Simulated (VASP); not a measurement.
A run of VASP 6.6.1 is set up as follows.

The input INCAR:

```
SYSTEM = Ta
ALGO     = Normal         ! electronic algorithm
EDIFF    = 1E-7           ! SCF threshold, eV
ENCUT    = 520            ! plane-wave cutoff, eV
GGA      = PE             ! functional
ISIF     = 2              ! what is computed and relaxed
ISMEAR   = -1             ! smearing method
LASPH    = .True.         ! aspherical terms in the spheres
LCHARG   = .False.        ! write CHGCAR
LREAL    = .False.        ! projectors in reciprocal space
LWAVE    = .False.        ! write WAVECAR
NBANDS   = 12             ! bands
NELM     = 60             ! most SCF steps
PREC     = Accurate       ! precision mode
SIGMA    = 0.1            ! smearing width, eV
```

KPOINTS

```
k-points
0
Gamma
  14 14 14
  0 0 0
```

POSCAR

```
Ta
1.0
    0.0000000000      2.1392873928      2.1392873928
    2.1392873928      0.0000000000      2.1392873928
    2.1392873928      2.1392873928      0.0000000000
Ta
1
Direct
    0.0000000000      0.0000000000      0.0000000000
```

Potentials or basis: VASP PAW PBE potentials, release 64 (Ta_pv).

The run is started by

```console
$ cat potpaw_PBE.64/Ta_pv/POTCAR > POTCAR
$ mpirun -np 1 vasp_std > vasp.out
```

Problem. Estimate the pressure.

Solution. -6.9 GPa.
